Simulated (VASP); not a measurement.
# MgAl12 in VASP: a series of runs

MgAl12 is run at these levels: LDA; tasks: single point.

Everything below comes from runs of VASP 6.6.1. Logs are shortened: lines on timing, memory, paths and dates and some standing lists are left out, and cuts for length are marked.

### Step 1. The cell of the first run

The cell holds a slab with vacuum, 13 atoms: a = 5.634 Å, b = 5.634 Å, c = 19.604 Å, α = 90.00°, β = 90.00°, γ = 90.00°.

### Step 2. Single point, LDA

File INCAR:

```
PREC = Accurate
ENCUT = 520
EDIFF = 1E-6
ISMEAR = 0
SIGMA = 0.1
LREAL = F
LASPH = T
NELM = 100
ALGO = Normal
ISIF = 2
LWAVE = F
LCHARG = F
LDIPOL = T
IDIPOL = 3
DIPOL = 0.5 0.5 0.326
NBANDS = 31
```

File KPOINTS:

```
Automatic mesh
0
Gamma
  5 5 1
```

File POSCAR:

```
MgAl12
1.0
    5.6343731020      0.0000000000      0.0000000000
    0.0000000000      5.6343731020      0.0000000000
    0.0000000000      0.0000000000     19.6039189496
Al Mg
12 1
Direct
    0.2500000000      0.2500000000      0.2040408354
    0.2500000000      0.7500000000      0.2040408354
    0.7500000000      0.2500000000      0.2040408354
    0.7500000000      0.7500000000      0.2040408354
    0.0000000000      0.0000000000      0.3086915083
    0.0000000000      0.5000000000      0.3086915083
    0.5000000000      0.0000000000      0.3086915083
    0.5000000000      0.5000000000      0.3086915083
    0.2500000000      0.2306904052      0.4041200183
    0.2500000000      0.7454168786      0.4146749312
    0.7500000000      0.2475727482      0.4183049531
    0.7500000000      0.7460583580      0.4159701599
    0.2500000000      0.4166666667      0.5290059896
```

Potentials or basis: VASP PAW LDA potentials, release 64 (Al, Mg).

Launch:

```
> cat potpaw_LDA.64/Al/POTCAR potpaw_LDA.64/Mg/POTCAR > POTCAR
> mpirun -np 1 vasp_std > vasp.out
```

OUTCAR:

```text
PREC = Accurate
   ENCUT = 520
   EDIFF = 1E-6
   ISMEAR = 0
   LREAL = F
   LASPH = T
   NELM = 100
   ISIF = 2

 ion  position               nearest neighbor table
   1  0.250  0.250  0.204-   2 2.82   3 2.82   2 2.82   3 2.82   7 2.86   8 2.86   5 2.86   6 2.86

   2  0.250  0.750  0.204-   1 2.82   4 2.82   1 2.82   4 2.82   7 2.86   8 2.86   5 2.86   6 2.86

   3  0.750  0.250  0.204-   1 2.82   4 2.82   4 2.82   1 2.82   7 2.86   8 2.86   5 2.86   6 2.86
[... 4 lines left out ...]
                             1 2.86  10 2.89  12 2.91  11 2.92
   6  0.000  0.500  0.309-   9 2.79   8 2.82   5 2.82   5 2.82   8 2.82   2 2.86   3 2.86   4 2.86
                             1 2.86  10 2.87  12 2.89  11 2.94
   7  0.500  0.000  0.309-   9 2.68   8 2.82   5 2.82   8 2.82   5 2.82   2 2.86   3 2.86   4 2.86
                             1 2.86  10 2.89  12 2.91  11 2.92
   8  0.500  0.500  0.309-   9 2.79   7 2.82   6 2.82   7 2.82   6 2.82   2 2.86   3 2.86   4 2.86
                             1 2.86  10 2.87  12 2.89  11 2.94
   9  0.250  0.231  0.404-  13 2.66   7 2.68   5 2.68  10 2.74   6 2.79   8 2.79  11 2.83  11 2.83
                            10 2.91
  10  0.250  0.745  0.415-   9 2.74  12 2.82  12 2.82   8 2.87   6 2.87   5 2.89   7 2.89   9 2.91
                            13 2.91
  11  0.750  0.248  0.418-  12 2.81  12 2.83   9 2.83   9 2.83   5 2.92   7 2.92   6 2.94   8 2.94

  12  0.750  0.746  0.416-  11 2.81  10 2.82  10 2.82  11 2.83   8 2.89   6 2.89   5 2.91   7 2.91

  13  0.250  0.417  0.529-   9 2.66  10 2.91

  LATTYP: Found a simple tetragonal cell.
 ALAT       =     5.6343731020
 C/A-ratio  =     3.4793434149

  Lattice vectors:

 A1 = (   5.6343731020,   0.0000000000,   0.0000000000)
 A2 = (   0.0000000000,   5.6343731020,   0.0000000000)
 A3 = (   0.0000000000,   0.0000000000,  19.6039189496)

Analysis of symmetry for initial positions (statically):
=====================================================================
 Subroutine PRICEL returns:
 Original cell was already a primitive cell.

 Routine SETGRP: Setting up the symmetry group for a
 simple tetragonal supercell.

 Subroutine GETGRP returns: Found  2 space group operations
 (whereof  1 operations were pure point group operations)
 out of a pool of 16 trial point group operations.

The static configuration has the point symmetry C_1 .
 The point group associated with its full space group is C_1h.

Analysis of symmetry for dynamics (positions and initial velocities):
=====================================================================
 Subroutine PRICEL returns:
 Original cell was already a primitive cell.

 Routine SETGRP: Setting up the symmetry group for a
 simple tetragonal supercell.

 Subroutine GETGRP returns: Found  2 space group operations
 (whereof  1 operations were pure point group operations)
 out of a pool of 16 trial point group operations.

The dynamic configuration has the point symmetry C_1 .
 The point group associated with its full space group is C_1h.

 Subroutine INISYM returns: Found  2 space group operations
 (whereof  1 operations are pure point group operations),
 and found     1 'primitive' translations

----------------------------------------------------------------------------------------

                                     Primitive cell

  volume of cell :     622.3492

  direct lattice vectors                    reciprocal lattice vectors
     5.634373102  0.000000000  0.000000000     0.177482034  0.000000000  0.000000000
     0.000000000  5.634373102  0.000000000     0.000000000  0.177482034  0.000000000
     0.000000000  0.000000000 19.603918950     0.000000000  0.000000000  0.051010209

  length of vectors
     5.634373102  5.634373102 19.603918950     0.177482034  0.177482034  0.051010209

  position of ions in fractional coordinates (direct lattice)
     0.250000000  0.250000000  0.204040835
     0.250000000  0.750000000  0.204040835
     0.750000000  0.250000000  0.204040835
     0.750000000  0.750000000  0.204040835
     0.000000000  0.000000000  0.308691508
     0.000000000  0.500000000  0.308691508
     0.500000000  0.000000000  0.308691508
     0.500000000  0.500000000  0.308691508
     0.250000000  0.230690405  0.404120018
     0.250000000  0.745416879  0.414674931
[... 39 lines left out ...]
     0.000000000  0.000000000  0.000000000

 Subroutine IBZKPT returns following result:
 ===========================================

 Found      9 irreducible k-points:

 Following reciprocal coordinates:
            Coordinates               Weight
  0.000000  0.000000  0.000000      1.000000
  0.200000  0.000000  0.000000      2.000000
  0.000000  0.200000  0.000000      2.000000
  0.400000  0.000000  0.000000      2.000000
  0.000000  0.400000  0.000000      2.000000
  0.200000  0.200000  0.000000      4.000000
  0.400000  0.200000  0.000000      4.000000
 -0.200000  0.400000  0.000000      4.000000
  0.400000  0.400000  0.000000      4.000000
   k-points           NKPTS =      9   k-points in BZ     NKDIM =      9   number of bands    NBANDS=     31
   number of dos      NEDOS =    301   number of ions     NIONS =     13
   total plane-waves  NPLWV = 264600
   dimension x,y,z NGX =    42 NGY =   42 NGZ =  150
   dimension x,y,z NGXF=    84 NGYF=   84 NGZF=  300
   ions per type =              12   1
   NGX,Y,Z   is equivalent  to a cutoff of  12.39, 12.39, 12.72 a.u.
   NGXF,Y,Z  is equivalent  to a cutoff of  24.78, 24.78, 25.44 a.u.
 SYSTEM =  unknown system
   PREC   = accura    normal or accurate (medium, high low for compatibility)
   ISTART =      0    job   : 0-new  1-cont  2-samecut
   ICHARG =      2    charge: 1-file 2-atom 10-const
   ISPIN  =      1    spin polarized calculation?
   LNONCOLLINEAR =      F non collinear calculations
   LSORBIT =      F    spin-orbit coupling
   LASPH  =      T    aspherical Exc in radial PAW
   ENCUT  =  520.0 eV  38.22 Ry    6.18 a.u.  10.48 10.48 36.45*2*pi/ulx,y,z
   NELM   =    100;   NELMIN=  2; NELMDL= -5     # of ELM steps
   EDIFF  = 0.1E-05   stopping-criterion for ELM
   LREAL  =      F    real-space projection
   EDIFFG = 0.1E-04   stopping-criterion for IOM
   NSW    =      0    number of steps for IOM
   IBRION =     -1    ionic relax: 0-MD 1-quasi-New 2-CG
   NFREE  =      0    steps in history (QN), initial steepest desc. (CG)
   ISIF   =      2    stress and relaxation
   ISYM   =      2    0-nonsym 1-usesym 2-fastsym
   POTIM  = 0.5000    time-step for ionic-motion
   TEBEG  =    0.0;   TEEND  =   0.0 temperature during run
   PSTRESS=    0.0 pullay stress
   NELECT =      38.0000    total number of electrons
   NUPDOWN=      -1.0000    fix difference up-down
   EMIN   =  10.00;   EMAX   =-10.00  energy-range for DOS
   EFERMI =   0.00;   METHOD = LEGACY
   ISMEAR =     0;   SIGMA  =   0.10  broadening in eV -4-tet -1-fermi 0-gaus
   EFERMI_NEDOS =   21; number of points for ismear=-14 and -15
   IALGO  =     38    algorithm
   IMIX   =      4    mixing-type and parameters
     AMIX     =   0.40;   BMIX     =  1.00
     AMIX_MAG =   1.60;   BMIX_MAG =  1.00
  volume/ion in A,a.u.               =      47.87       323.06
  Fermi-wavevector in a.u.,A,eV,Ry     =   0.644651  1.218214  5.654240  0.415575
  Thomas-Fermi vector in A             =   1.712049
   LORBIT       =      0    0 simple, 1 ext, 2 COOP (PROOUT), +10 PAW based schemes
   GGA     = CA    functional components
   LHFCALC =     F    Hartree Fock is set to
   AEXX    =    0.0000 exact exchange contribution
   IVDW    =     0    specifies the selected vdW correction
   LEPSILON=     F    determine dielectric tensor
   LRPA    =     F    only Hartree local field effects (RPA)
 non-spin polarized calculation
 Gauss-broadening in eV      SIGMA  =   0.10
  energy-cutoff  :      520.00
  volume of cell :      622.35
 maximum number of plane-waves:     16813
 NGX is ok and might be reduce to    42
   NGX = 21   NGY = 21   NGZ = 73

 dipolmoment           0.000000      0.000000      0.062380 electrons x Angstroem

 number of electron      38.0000000 magnetization

 dipolmoment           0.000000      0.000000     -0.161672 electrons x Angstroem

 Free energy of the ion-electron system (eV)
  ---------------------------------------------------
  ext. energy  EPLUGINS =         0.00000000
  ---------------------------------------------------
  free energy    TOTEN  =       -47.15022935 eV

  energy without entropy =      -47.14333646  energy(sigma->0) =      -47.14678291

 E-fermi :   0.0535     XC(G=0):  -4.7971

 val. band max:       -0.0173101912   @ k =   0.2000   0.0000   0.0000
 cond. band min:       0.1318421876   @ k =   0.4000   0.0000   0.0000
 fundamental gap:      0.1491523788
 Fermi energy:         0.0535261552

 k-point     1 :       0.0000    0.0000    0.0000
  band No.  band energies     occupation
      1     -10.4496      2.00000
      2      -8.3216      2.00000
      3      -6.0341      2.00000
      4      -5.8808      2.00000
      5      -5.8291      2.00000
      6      -5.8226      2.00000
[... 295 lines left out ...]
     30       2.8686      0.00000
     31       2.9448      0.00000

------------------------ aborting loop because EDIFF is reached ----------------------------------------

 vacuum level on the upper side and lower side of the slab       (xc-potential included)        -0.775         0.215

  FORCE on cell =-STRESS in cart. coord.  units (eV):
  Direction    XX          YY          ZZ          XY          YZ          ZX
  --------------------------------------------------------------------------------------
  -------------------------------------------------------------------------------------
  Total       -8.3539431     -7.5089541      0.2282370      0.0000000      0.8799921      0.0000000
  in kB      -21.5064136    -19.3310715      0.5875739      0.0000000      2.2654541      0.0000000
  external PRESSURE =     -13.4166371 kB  Pullay stress =       0.0000000 kB

 VOLUME and BASIS-vectors are now :
 -----------------------------------------------------------------------------
  energy-cutoff  :      520.00
  volume of cell :      622.35
      direct lattice vectors                 reciprocal lattice vectors
     5.634373102  0.000000000  0.000000000     0.177482034  0.000000000  0.000000000
     0.000000000  5.634373102  0.000000000     0.000000000  0.177482034  0.000000000
     0.000000000  0.000000000 19.603918950     0.000000000  0.000000000  0.051010209

 POSITION                                       TOTAL-FORCE (eV/Angst)
 -----------------------------------------------------------------------------------
      1.40859      1.40859      4.00000         0.000000     -0.031985      0.057754
      1.40859      4.22578      4.00000         0.000000      0.048869      0.022196
      4.22578      1.40859      4.00000         0.000000     -0.049492     -0.049772
      4.22578      4.22578      4.00000         0.000000      0.062334     -0.116398
      0.00000      0.00000      6.05156        -0.245395     -0.178640     -0.094841
      0.00000      2.81719      6.05156        -0.147495      0.052189      0.111492
      2.81719      0.00000      6.05156         0.245395     -0.178640     -0.094841
      2.81719      2.81719      6.05156         0.147495      0.052189      0.111492
      1.40859      1.29980      7.92234         0.000000      0.007982      0.025710
      1.40859      4.19996      8.12925         0.000000     -0.000089      0.014600
      4.22578      1.39492      8.20042         0.000000     -0.006207      0.013925
      4.22578      4.20357      8.15465         0.000000      0.007800      0.022309
      1.40859      2.34766     10.37059         0.000000      0.213689     -0.023626
 -----------------------------------------------------------------------------------
    total drift:                               -0.000000     -0.000097     -0.000115

  FREE ENERGIE OF THE ION-ELECTRON SYSTEM (eV)
  ---------------------------------------------------
  free  energy   TOTEN  =       -47.1502293523 eV

  energy  without entropy=      -47.1433364626  energy(sigma->0) =      -47.14678291

 vacuum level on the upper side and lower side of the slab         3.262         4.277
```

It took 3 min on 1 thread of Intel Xeon 6975P-C (Granite Rapids), shared host; peak memory 0.49 GiB.

What came out:

* Free energy: -47.1502 eV
* Largest force: 0.318 eV/Å
* Band gap on the k mesh: zero (band 19 reaches 0.58 eV, above the bottom of band 20 at -0.31 eV)

Forces on the atoms (eV/Å):
```
Al   0.000 -0.032  0.058
Al   0.000  0.049  0.022
Al   0.000 -0.049 -0.050
Al   0.000  0.062 -0.116
Al  -0.245 -0.179 -0.095
Al  -0.147  0.052  0.111
Al   0.245 -0.179 -0.095
Al   0.147  0.052  0.111
Al   0.000  0.008  0.026
Al   0.000  0.000  0.015
Al   0.000 -0.006  0.014
Al   0.000  0.008  0.022
Mg   0.000  0.214 -0.024
```

Levels at points of the mesh, in eV from the Fermi level:
```tsv
k point	band 17	band 18	band 19	band 20	band 21	band 22
(0.00, 0.00, 0.00)	-0.90	-0.53	-0.51	-0.37	-0.21	-0.17
```

### Step 3. Single point, LDA

File INCAR:

```
SYSTEM = MgAl12
  PREC = Accurate
  ENCUT = 520
  EDIFF = 1E-7
  ISMEAR = 0
  SIGMA = 0.1
  LREAL = .False.
  LASPH = .True.
  NELM = 80
  ALGO = Normal
  ISIF = 2
  LWAVE = .False.
  LCHARG = .True.
  LDIPOL = .True.
  IDIPOL = 3
  DIPOL = 0.5 0.5 0.326
  GGA = CA
  LELF = .True.
  LVHAR = .True.
  LVACPOTAV = .True.
  NBANDS = 31
```

File KPOINTS:

```
regular mesh
0
Gamma
  5 5 1
  0 0 0
```

POSCAR, as its differences from that of step 2:

```diff
@@ -16,6 +16,6 @@
     0.5000000000      0.5000000000      0.3086915083
-    0.2500000000      0.2306904052      0.4041200183
-    0.2500000000      0.7454168786      0.4146749312
-    0.7500000000      0.2475727482      0.4183049531
-    0.7500000000      0.7460583580      0.4159701599
-    0.2500000000      0.4166666667      0.5290059896
+    0.2500000000      0.2341171047      0.4017492896
+    0.2500000000      0.7393835676      0.4187950411
+    0.7500000000      0.2471859859      0.4190290656
+    0.7500000000      0.7471087042      0.4155945984
+    0.2500000000      0.3333333333      0.5330932366
```

Potentials or basis: VASP PAW LDA potentials, release 64 (Al, Mg).

Launch:

```
> cat potpaw_LDA.64/Al/POTCAR potpaw_LDA.64/Mg/POTCAR > POTCAR
> mpirun -np 1 vasp_std > vasp.out
```

Wall time 2.9 min (1 thread of Intel Xeon 6975P-C (Granite Rapids), shared host); peak memory 0.49 GiB.

It converged, with:

```
Free energy            : -47.0340 eV
Largest force          : 0.366 eV/Å
Band gap on the k mesh : zero (band 19 reaches 0.56 eV, above the bottom of band 20 at -0.31 eV)
```

Forces on the atoms (eV/Å):
```
Al   0.000 -0.021  0.090
Al   0.000  0.040  0.017
Al   0.000 -0.029 -0.002
Al   0.000  0.042 -0.118
Al  -0.249 -0.257 -0.074
Al  -0.168  0.129  0.083
Al   0.249 -0.257 -0.074
Al   0.168  0.129  0.083
Al   0.000 -0.002  0.001
Al   0.000  0.000  0.005
Al   0.000  0.001  0.005
Al   0.000 -0.001  0.006
Mg   0.000  0.227 -0.023
```

Levels at points of the mesh, in eV from the Fermi level:
```
           k point  band 15  band 16  band 17  band 18  band 19  band 20  band 21  band 22  band 23  band 24
(0.00, 0.00, 0.00)    -1.25    -1.02    -0.85    -0.46    -0.45    -0.33    -0.26    -0.11    -0.10     1.28
```
